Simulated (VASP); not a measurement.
# Mg (I4/mmm) in VASP: relaxation of cell and atoms with PBEsol

Aim: the relaxation of cell and atoms of Mg with PBEsol.

Everything below comes from runs of VASP 6.6.1. Logs are shortened: lines on timing, memory, paths and dates and some standing lists are left out, and cuts for length are marked.

## 1. The cell of the first run

Symmetry: I4/mmm, No. 139, tetragonal system. The conventional cell has a = 3.672 Å, b = 3.672 Å, c = 3.359 Å, α = 90.00°, β = 90.00°, γ = 90.00°. Within 4.1 Å of Mg (site symmetry 4/mmm) lie 14 Mg at 3.09 to 3.67 Å.

## 2. Relaxation of cell and atoms, PBEsol

The input, INCAR:

```
SYSTEM = Mg
  PREC = Accurate
  ENCUT = 600
  EDIFF = 1E-7
  ISMEAR = -1
  SIGMA = 0.1
  LREAL = .False.
  LASPH = .True.
  NELM = 120
  ALGO = Normal
  ISIF = 3
  LWAVE = .False.
  LCHARG = .False.
  GGA = PS
  IBRION = 2
  NSW = 60
  EDIFFG = -0.03
  GGA_COMPAT = .False.
  NELMIN = 4
```

The input, KPOINTS:

```
regular mesh
0
Gamma
  10 10 10
  0 0 0
```

The input, POSCAR:

```
Mg
1.0
   -1.8359915000      1.8359915000      1.6794040000
    1.8359915000     -1.8359915000      1.6794040000
    1.8359915000      1.8359915000     -1.6794040000
Mg
1
Direct
    0.0000000000      0.0000000000      0.0000000000
```

Potentials or basis: VASP PAW PBE potentials, release 64 (Mg).

On the command line:

```bash
$ cat potpaw_PBE.64/Mg/POTCAR > POTCAR
$ mpirun -np 1 vasp_std > vasp.out
```

OUTCAR:

```text
SYSTEM = Mg
   PREC = Accurate
   ENCUT = 600
   EDIFF = 1E-7
   ISMEAR = -1
   LREAL = .False.
   LASPH = .True.
   NELM = 120
   ISIF = 3
   GGA = PS
   IBRION = 2
   NSW = 60
   EDIFFG = -0.03
   NELMIN = 4

 ion  position               nearest neighbor table
   1  0.000  0.000  0.000-

  LATTYP: Found a body centered tetragonal cell.
 ALAT       =     3.6719830000
 C/A-ratio  =     0.9147122958

  Lattice vectors:

 A1 = (  -1.8359915000,   1.8359915000,   1.6794040000)
 A2 = (   1.8359915000,  -1.8359915000,   1.6794040000)
 A3 = (   1.8359915000,   1.8359915000,  -1.6794040000)

Analysis of symmetry for initial positions (statically):
=====================================================================
 Subroutine PRICEL returns:
 Original cell was already a primitive cell.

 Routine SETGRP: Setting up the symmetry group for a
 body centered tetragonal supercell.

 Subroutine GETGRP returns: Found 16 space group operations
 (whereof 16 operations were pure point group operations)
 out of a pool of 16 trial point group operations.

The static configuration has the point symmetry D_4h.

Analysis of symmetry for dynamics (positions and initial velocities):
=====================================================================
 Subroutine PRICEL returns:
 Original cell was already a primitive cell.

 Routine SETGRP: Setting up the symmetry group for a
 body centered tetragonal supercell.

 Subroutine GETGRP returns: Found 16 space group operations
 (whereof 16 operations were pure point group operations)
 out of a pool of 16 trial point group operations.

The dynamic configuration has the point symmetry D_4h.

 Subroutine INISYM returns: Found 16 space group operations
 (whereof 16 operations are pure point group operations),
 and found     1 'primitive' translations

----------------------------------------------------------------------------------------

                                     Primitive cell

  volume of cell :      22.6442

  direct lattice vectors                    reciprocal lattice vectors
    -1.835991500  1.835991500  1.679404000     0.000000000  0.272332415  0.297724669
     1.835991500 -1.835991500  1.679404000     0.272332415  0.000000000  0.297724669
     1.835991500  1.835991500 -1.679404000     0.272332415  0.272332415  0.000000000

  length of vectors
     3.092268968  3.092268968  3.092268968     0.403490921  0.403490921  0.385136195

  position of ions in fractional coordinates (direct lattice)
     0.000000000  0.000000000  0.000000000

  ion indices of the primitive-cell ions
   primitive index   ion index
                 1           1

----------------------------------------------------------------------------------------

 KPOINTS: regular mesh

Automatic generation of k-mesh.
 Grid dimensions read from file:
 generate k-points for:   10   10   10

 Generating k-lattice:

  Cartesian coordinates                     Fractional coordinates (reciprocal lattice)
     0.000000000  0.027233242  0.029772467     0.100000000  0.000000000 -0.000000000
     0.027233242  0.000000000  0.029772467     0.000000000  0.100000000 -0.000000000
     0.027233242  0.027233242  0.000000000     0.000000000  0.000000000  0.100000000

  Length of vectors
     0.040349092  0.040349092  0.038513620

  Shift w.r.t. Gamma in fractional coordinates (k-lattice)
     0.000000000  0.000000000  0.000000000

 Subroutine IBZKPT returns following result:
 ===========================================

 Found    102 irreducible k-points:

 Following reciprocal coordinates:
            Coordinates               Weight
  0.000000  0.000000  0.000000      1.000000
  0.100000 -0.000000  0.000000      8.000000
  0.200000 -0.000000  0.000000      8.000000
  0.300000 -0.000000  0.000000      8.000000
  0.400000 -0.000000  0.000000      8.000000
  0.500000  0.000000  0.000000      4.000000
[... 16 lines left out ...]
  0.300000  0.300000  0.000000      8.000000
  0.400000  0.300000  0.000000     16.000000
 [... further k-points ...]
   k-points           NKPTS =    102   k-points in BZ     NKDIM =    102   number of bands    NBANDS=      5
   number of dos      NEDOS =    301   number of ions     NIONS =      1
   total plane-waves  NPLWV =  21952
   dimension x,y,z NGX =    28 NGY =   28 NGZ =   28
   dimension x,y,z NGXF=    56 NGYF=   56 NGZF=   56
   ions per type =               1
   NGX,Y,Z   is equivalent  to a cutoff of  15.05, 15.05, 15.05 a.u.
   NGXF,Y,Z  is equivalent  to a cutoff of  30.11, 30.11, 30.11 a.u.
 SYSTEM =  Mg
   PREC   = accura    normal or accurate (medium, high low for compatibility)
   ISTART =      0    job   : 0-new  1-cont  2-samecut
   ICHARG =      2    charge: 1-file 2-atom 10-const
   ISPIN  =      1    spin polarized calculation?
   LNONCOLLINEAR =      F non collinear calculations
   LSORBIT =      F    spin-orbit coupling
   LASPH  =      T    aspherical Exc in radial PAW
   ENCUT  =  600.0 eV  44.10 Ry    6.64 a.u.   6.18  6.18  6.18*2*pi/ulx,y,z
   NELM   =    120;   NELMIN=  4; NELMDL= -5     # of ELM steps
   EDIFF  = 0.1E-06   stopping-criterion for ELM
   LREAL  =      F    real-space projection
   EDIFFG = -.3E-01   stopping-criterion for IOM
   NSW    =     60    number of steps for IOM
   IBRION =      2    ionic relax: 0-MD 1-quasi-New 2-CG
   NFREE  =      1    steps in history (QN), initial steepest desc. (CG)
   ISIF   =      3    stress and relaxation
   ISYM   =      2    0-nonsym 1-usesym 2-fastsym
   POTIM  = 0.5000    time-step for ionic-motion
   TEBEG  =    0.0;   TEEND  =   0.0 temperature during run
   PSTRESS=    0.0 pullay stress
   NELECT =       2.0000    total number of electrons
   NUPDOWN=      -1.0000    fix difference up-down
   EMIN   =  10.00;   EMAX   =-10.00  energy-range for DOS
   EFERMI =   0.00;   METHOD = LEGACY
   ISMEAR =    -1;   SIGMA  =   0.10  broadening in eV -4-tet -1-fermi 0-gaus
   EFERMI_NEDOS =   21; number of points for ismear=-14 and -15
   IALGO  =     38    algorithm
   IMIX   =      4    mixing-type and parameters
     AMIX     =   0.40;   BMIX     =  1.00
     AMIX_MAG =   1.60;   BMIX_MAG =  1.00
  volume/ion in A,a.u.               =      22.64       152.81
  Fermi-wavevector in a.u.,A,eV,Ry     =   0.729065  1.377732  7.231975  0.531535
  Thomas-Fermi vector in A             =   1.820694
   LORBIT       =      0    0 simple, 1 ext, 2 COOP (PROOUT), +10 PAW based schemes
   GGA     = PS    functional components
   LHFCALC =     F    Hartree Fock is set to
   AEXX    =    0.0000 exact exchange contribution
   IVDW    =     0    specifies the selected vdW correction
   LEPSILON=     F    determine dielectric tensor
   LRPA    =     F    only Hartree local field effects (RPA)
 conjugate gradient relaxation of ions
 non-spin polarized calculation
  energy-cutoff  :      600.00
  volume of cell :       22.64
 maximum number of plane-waves:       782
 NGX is ok and might be reduce to    28
   NGX = 13   NGY = 13   NGZ = 13

--------------------------------------- Ionic step        1  -------------------------------------------

 number of electron       2.0000000 magnetization

 Free energy of the ion-electron system (eV)
  ---------------------------------------------------
  ext. energy  EPLUGINS =         0.00000000
  ---------------------------------------------------
  free energy    TOTEN  =        -1.70384635 eV

  energy without entropy =       -1.69027408  energy(sigma->0) =       -1.69706021

------------------------ aborting loop because EDIFF is reached ----------------------------------------

  FORCE on cell =-STRESS in cart. coord.  units (eV):
  Direction    XX          YY          ZZ          XY          YZ          ZX
  --------------------------------------------------------------------------------------
  -------------------------------------------------------------------------------------
  Total       -0.0624139     -0.0624139      0.0724431      0.0000000      0.0000000      0.0000000
  in kB       -4.4160649     -4.4160649      5.1256739      0.0000000      0.0000000      0.0000000
  external PRESSURE =      -1.2354853 kB  Pullay stress =       0.0000000 kB
[... 195 lines left out ...]
  energy  without entropy=       -1.6932055345  energy(sigma->0) =       -1.69981985

--------------------------------------- Ionic step        7  -------------------------------------------

 number of electron       2.0000000 magnetization

 Free energy of the ion-electron system (eV)
  ---------------------------------------------------
  ext. energy  EPLUGINS =         0.00000000
  ---------------------------------------------------
  free energy    TOTEN  =        -1.70673613 eV

  energy without entropy =       -1.69328295  energy(sigma->0) =       -1.70000954

 E-fermi :   2.8029     XC(G=0):  -8.5945

 val. band max:        2.7897926828   @ k =  -0.2000   0.5000   0.2000
 cond. band min:       2.8973671358   @ k =  -0.4000   0.4000   0.4000
 fundamental gap:      0.1075744530
 Fermi energy:         2.8029364390

 k-point     1 :       0.0000    0.0000    0.0000
  band No.  band energies     occupation
      1      -4.3170      2.00000
      2      15.5264      0.00000
      3      15.9845      0.00000
      4      15.9845      0.00000
      5      17.6143      0.00000

 k-point     2 :       0.1000   -0.0000    0.0000
  band No.  band energies     occupation
      1      -4.0770      2.00000
      2      13.6327      0.00000
      3      14.5844      0.00000
      4      14.9889      0.00000
      5      16.1374      0.00000
[... 169 lines left out ...]
 k-point    24 :       0.4000    0.3000    0.0000
  band No.  band energies     occupation
      1       1.8236      1.99989
      2       3.8017      0.00009
      3       4.7809      0.00000
      4      11.0057      0.00000
      5      16.9721      0.00000

 [... further k-points ...]

------------------------ aborting loop because EDIFF is reached ----------------------------------------

  FORCE on cell =-STRESS in cart. coord.  units (eV):
  Direction    XX          YY          ZZ          XY          YZ          ZX
  --------------------------------------------------------------------------------------
  -------------------------------------------------------------------------------------
  Total       -0.0048122     -0.0048122      0.0051554      0.0000000      0.0000000      0.0000000
  in kB       -0.3421089     -0.3421089      0.3665085      0.0000000      0.0000000      0.0000000
  external PRESSURE =      -0.1059031 kB  Pullay stress =       0.0000000 kB
[... 16 lines left out ...]
  FREE ENERGIE OF THE ION-ELECTRON SYSTEM (eV)
  ---------------------------------------------------
  free  energy   TOTEN  =        -1.7067361282 eV

  energy  without entropy=       -1.6932829528  energy(sigma->0) =       -1.70000954

 reached required accuracy - stopping structural energy minimisation
```

It took 92 s on 1 thread of Intel Xeon 8259CL, shared host; peak memory 0.17 GiB.

Results:

| Item | Value |
| --- | --- |
| Free energy | -1.7067 eV |
| Relaxed volume | 22.54 Å³/atom |
| Relaxed cell | a = 3.082 Å, b = 3.082 Å, c = 3.082 Å, α = 108.87°, β = 108.87°, γ = 110.69° |
| Space group after relaxing (to 0.1 Å) | Im-3m (No. 229) |
| Energy gained by relaxing | 2.9 meV/atom |
| Ionic steps | 7 |
| Pressure after relaxing | 0.0 GPa |
| Band gap on the k mesh | zero (bands 1 and 2 overlap by 4.74 eV) |

Step by step:
| step | energy change (eV) | largest force (eV/Å) | pressure (GPa) | volume (Å³) |
| --- | --- | --- | --- | --- |
| 1 | 0.0000 | 0.0000 | -0.12 | 22.64 |
| 2 | -0.0006 | 0.0000 | -0.04 | 22.59 |
| 3 | -0.0018 | 0.0000 | 0.22 | 22.41 |
| 4 | -0.0016 | 0.0000 | 0.83 | 22.05 |
| 5 | -0.0021 | 0.0000 | 0.52 | 22.22 |
| 6 | -0.0026 | 0.0000 | 0.31 | 22.35 |
| 7 | -0.0029 | 0.0000 | -0.01 | 22.54 |

Final structure:
```
Mg
1.0
    -1.79290    1.79290    1.75274
     1.79290   -1.79290    1.75274
     1.79290    1.79290   -1.75274
Mg
1
Direct
  0.00000 0.00000 0.00000
```

Caveat: the PAW data sets were made with another functional, which shifts forces and pressure a little.
